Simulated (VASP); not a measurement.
# BaTiO3 (Pm-3m) in VASP: notebook, part 2 of 2

VASP 6.6.1. Earlier steps stand in the parts before.

### Step 5. Relaxation of cell and atoms, PBE, target pressure 90 GPa, at which the enthalpy is minimised

This run uses another cell than the first one, of 9.84 Å³/atom, 0.762 times its volume.

INCAR reads:

```
ALGO = Normal
EDIFF = 1E-6
EDIFFG = -0.008
ENCUT = 600
GGA = PE
IBRION = 2
ISIF = 3
ISMEAR = 0
LASPH = T
LCHARG = F
LREAL = F
LWAVE = F
NELM = 80
NSW = 70
PREC = Accurate
PSTRESS = 900.0
SIGMA = 0.02
```

KPOINTS reads:

```
k-points
0
Gamma
  8 8 8
```

POSCAR reads:

```
BaTiO3
1.0
    3.6645570013      0.0000000000      0.0000000000
    0.0000000000      3.6645570013      0.0000000000
    0.0000000000      0.0000000000      3.6645570013
Ba Ti O
1 1 3
Direct
    0.5000000000      0.5000000000      0.5000000000
    0.0000000000      0.0000000000      0.0000000000
    0.5000000000      0.0000000000      0.0000000000
    0.0000000000      0.5000000000      0.0000000000
    0.0000000000      0.0000000000      0.5000000000
```

Potentials or basis: VASP PAW PBE potentials, release 64 (Ba_sv, Ti_sv, O).

Command:

```
cat potpaw_PBE.64/Ba_sv/POTCAR potpaw_PBE.64/Ti_sv/POTCAR potpaw_PBE.64/O/POTCAR > POTCAR
mpirun -np 1 vasp_std > vasp.out
```

OUTCAR:

```text
EDIFF = 1E-6
   EDIFFG = -0.008
   ENCUT = 600
   GGA = PE
   IBRION = 2
   ISIF = 3
   ISMEAR = 0
   LASPH = T
   LREAL = F
   NELM = 80
   NSW = 70
   PREC = Accurate
   PSTRESS = 900.0

 ion  position               nearest neighbor table
   1  0.500  0.500  0.500-   3 2.59   4 2.59   5 2.59   3 2.59   4 2.59   3 2.59   5 2.59   3 2.59
                             4 2.59   5 2.59   4 2.59   5 2.59   2 3.17   2 3.17   2 3.17   2 3.17
   2  0.000  0.000  0.000-   3 1.83   4 1.83   5 1.83   5 1.83   4 1.83   3 1.83   1 3.17   1 3.17
                             1 3.17   1 3.17   1 3.17   1 3.17   1 3.17   1 3.17
   3  0.500  0.000  0.000-   2 1.83   2 1.83   1 2.59   1 2.59   1 2.59   1 2.59
   4  0.000  0.500  0.000-   2 1.83   2 1.83   1 2.59   1 2.59   1 2.59   1 2.59
   5  0.000  0.000  0.500-   2 1.83   2 1.83   1 2.59   1 2.59   1 2.59   1 2.59

  LATTYP: Found a simple cubic cell.
[... 271 lines left out ...]

 number of electron      39.9999978 magnetization

 Free energy of the ion-electron system (eV)
  ---------------------------------------------------
  ext. energy  EPLUGINS =         0.00000000
  ---------------------------------------------------
  free energy    TOTEN  =       -36.39060597 eV

  energy without entropy =      -36.39060597  energy(sigma->0) =      -36.39060597

 E-fermi :   6.6770     XC(G=0): -12.7337

 val. band max:        6.4399269779   @ k =   0.0000   0.0000   0.0000
 cond. band min:       8.3853487268   @ k =   0.0000   0.0000   0.0000
 fundamental gap:      1.9454217489
 Fermi energy:         6.6770281176

 k-point     1 :       0.0000    0.0000    0.0000
  band No.  band energies     occupation
      1     -49.2603      2.00000
      2     -25.6928      2.00000
      3     -25.6928      2.00000
      4     -25.6928      2.00000
      5     -18.4094      2.00000
      6     -11.0722      2.00000
[... 637 lines left out ...]
     23      11.5961      0.00000
     24      14.1043      0.00000

 [... further k-points ...]
[... 5 lines left out ...]
  --------------------------------------------------------------------------------------
  -------------------------------------------------------------------------------------
  Total       27.5408027     27.5408027     27.5408027      0.0000000     -0.0000000      0.0000000
  in kB      899.9048453    899.9048453    899.9048453      0.0000000     -0.0000000      0.0000000
  external PRESSURE =      -0.0951547 kB  Pullay stress =     900.0000000 kB
[... 24 lines left out ...]
  energy  without entropy=      -36.3906059718  energy(sigma->0) =      -36.39060597

  enthalpy is  TOTEN    =        -8.8468911202 eV   P V=       27.5437148515

 reached required accuracy - stopping structural energy minimisation
```

OSZICAR:

```text
N       E                     dE             d eps       ncg     rms          rms(c)
DAV:   1     0.507239304457E+03    0.50724E+03   -0.23580E+04  1680   0.207E+03
DAV:   2     0.190340054264E+01   -0.50534E+03   -0.49525E+03  2024   0.539E+02
DAV:   3    -0.442375773101E+02   -0.46141E+02   -0.45413E+02  1952   0.158E+02
[... 30 lines left out ...]
DAV:   5    -0.363901780311E+02   -0.17347E-03   -0.41775E-04  2552   0.168E-01    0.963E-02
DAV:   6    -0.363905419916E+02   -0.36396E-03   -0.59366E-04  2392   0.159E-01    0.312E-02
DAV:   7    -0.363906009447E+02   -0.58953E-04   -0.23594E-04  2552   0.758E-02    0.137E-02
DAV:   8    -0.363906058707E+02   -0.49259E-05   -0.21541E-05  2360   0.392E-02    0.565E-03
DAV:   9    -0.363906059718E+02   -0.10108E-06   -0.29000E-06  1656   0.130E-02
   3 F= -.88468911E+01 E0= -.88468911E+01  d E =-.103745E-02
```

Wall time 2.2 min (1 thread of Intel Xeon 6975P-C, shared host); peak memory 0.22 GiB.

What came out:

```
Free energy                                            : -36.3906 eV
Relaxed volume                                         : 9.81 Å³/atom
Relaxed cell                                           : a = 3.660 Å, b = 3.660 Å, c = 3.660 Å, α = 90.00°, β = 90.00°, γ = 90.00°
Space group after relaxing (to 0.05 Å)                 : Pm-3m (No. 221)
Energy change on relaxing (the enthalpy is what falls) : +19.8 meV/atom
Ionic steps                                            : 3
Pressure after relaxing                                : 90.0 GPa
Band gap on the k mesh                                 : 1.95 eV, direct
```

Step by step:
| step | energy change (eV) | largest force (eV/Å) | pressure (GPa) | volume (Å³) |
| --- | --- | --- | --- | --- |
| 1 | 0.0000 | 0.0000 | 88.17 | 49.21 |
| 2 | 0.4580 | 0.0000 | 96.54 | 48.42 |
| 3 | 0.0990 | 0.0000 | 89.99 | 49.03 |

Final structure:
```
Ba Ti O
1.0
     3.66013    0.00000    0.00000
     0.00000    3.66013    0.00000
     0.00000    0.00000    3.66013
Ba Ti O
1 1 3
Direct
  0.50000 0.50000 0.50000
  0.00000 0.00000 0.00000
  0.50000 0.00000 0.00000
  0.00000 0.50000 0.00000
  0.00000 0.00000 0.50000
```

Levels at points of the mesh, in eV from the valence-band top:
```
           k point  band 17  band 18  band 19  band 20  band 21  band 22  band 23  band 24
(0.00, 0.00, 0.00)    -1.87     0.00     0.00     0.00     1.95     1.95     1.95     4.88
(0.50, 0.00, 0.00)    -2.30    -2.30    -0.80    -0.80     2.26     4.73     4.73     5.80
(0.50, 0.50, 0.00)    -1.64    -0.77    -0.77    -0.41     4.75     4.75     5.24     7.11
(0.50, 0.50, 0.50)    -2.20    -0.27    -0.27    -0.27     5.81     5.81     5.81     7.82
```

Caveat: the cell is relaxed towards a set pressure, so the enthalpy falls and the energy may rise; spin-orbit coupling is left out, which moves the levels of the heavy elements. A k mesh can miss the band edges.

### Step 6. Relaxation of cell and atoms, PBE, target pressure 50 GPa, at which the enthalpy is minimised

This run uses another cell than the first one, of 10.65 Å³/atom, 0.825 times its volume.

Edit INCAR of step 5 so:

```diff
@@ -15,3 +15,3 @@
 PREC = Accurate
-PSTRESS = 900.0
+PSTRESS = 500.0
 SIGMA = 0.02
```

KPOINTS is that of step 5.

Edit POSCAR of step 5 so:

```diff
@@ -2,5 +2,5 @@
 1.0
-    3.6645570013      0.0000000000      0.0000000000
-    0.0000000000      3.6645570013      0.0000000000
-    0.0000000000      0.0000000000      3.6645570013
+    3.7627013858      0.0000000000      0.0000000000
+    0.0000000000      3.7627013858      0.0000000000
+    0.0000000000      0.0000000000      3.7627013858
 Ba Ti O
```

Potentials or basis: VASP PAW PBE potentials, release 64 (Ba_sv, Ti_sv, O).

Command:

```
cat potpaw_PBE.64/Ba_sv/POTCAR potpaw_PBE.64/Ti_sv/POTCAR potpaw_PBE.64/O/POTCAR > POTCAR
mpirun -np 1 vasp_std > vasp.out
```

Run time: 2.1 min. Hardware: 1 thread of Intel Xeon 6975P-C, shared host; peak memory 0.22 GiB.

It converged, with:

```yaml
Free_energy: -38.4339 eV
Relaxed_volume: 10.76 Å³/atom
Relaxed_cell: a = 3.775 Å, b = 3.775 Å, c = 3.775 Å, α = 90.00°, β = 90.00°, γ = 90.00°
Space_group_after_relaxing_to_0.05_Å: Pm-3m (No. 221)
Energy_change_on_relaxing_the_enthalpy_is_what_falls: -32.9 meV/atom
Ionic_steps: 3
Pressure_after_relaxing: 50.0 GPa
Band_gap_on_the_k_mesh: 1.99 eV, direct
```

The path:
| step | energy change (eV) | largest force (eV/Å) | pressure (GPa) | volume (Å³) |
| --- | --- | --- | --- | --- |
| 1 | 0.0000 | 0.0000 | 53.49 | 53.27 |
| 2 | -0.5351 | 0.0000 | 41.69 | 55.08 |
| 3 | -0.1643 | 0.0000 | 49.95 | 53.78 |

Final structure:
```cif
data_structure
_symmetry_space_group_name_H-M 'P 1'
_symmetry_Int_Tables_number 1
_cell_length_a 3.7746
_cell_length_b 3.7746
_cell_length_c 3.7746
_cell_angle_alpha 90.000
_cell_angle_beta 90.000
_cell_angle_gamma 90.000
_cell_volume 53.78
loop_
_atom_site_label
_atom_site_type_symbol
_atom_site_fract_x
_atom_site_fract_y
_atom_site_fract_z
_atom_site_occupancy
Ba1 Ba 0.50000 0.50000 0.50000 1
Ti1 Ti 0.00000 0.00000 0.00000 1
O1 O 0.50000 0.00000 0.00000 1
O2 O 0.00000 0.50000 0.00000 1
O3 O 0.00000 0.00000 0.50000 1
```

Levels at points of the mesh, in eV from the valence-band top:
```tsv
k point	band 18	band 19	band 20	band 21	band 22	band 23
(0.00, 0.00, 0.00)	0.00	0.00	0.00	1.99	1.99	1.99
(0.50, 0.00, 0.00)	-2.08	-0.73	-0.73	2.24	4.36	4.36
(0.50, 0.50, 0.00)	-0.77	-0.77	-0.20	4.38	4.38	4.85
(0.50, 0.50, 0.50)	-0.08	-0.08	-0.08	5.28	5.28	5.28
```

Caveat: the cell is relaxed towards a set pressure, so the enthalpy falls and the energy may rise; spin-orbit coupling is left out, which moves the levels of the heavy elements. A k mesh can miss the band edges.

### Step 7. The runs side by side

```csv
task,cell,cutoff (eV),gap on the mesh (eV),pressure (GPa)
single point,"a = 4.011 Å, 5 atoms",520,1.73,2.7
single point,"a = 4.027 Å, 5 atoms",520,1.71,0.7
relaxation of cell and atoms,"relaxed to 90 GPa from a = 3.665 Å, 5 atoms",600,1.95,90.0
relaxation of cell and atoms,"relaxed to 50 GPa from a = 3.763 Å, 5 atoms",600,1.99,50.0
```

Alike in all rows: level PBE; potentials or basis VASP PAW PBE potentials, release 64 (Ba_sv, Ti_sv, O); no spin polarisation; k mesh 8 × 8 × 8; smearing gaussian 0.02 eV.

Caveats: spin-orbit coupling is left out, which moves the levels of the heavy elements; the cell is relaxed towards a set pressure, so the enthalpy falls and the energy may rise (some runs).

Total energies depend on the potentials used, so only differences within one code and one set of settings carry meaning.
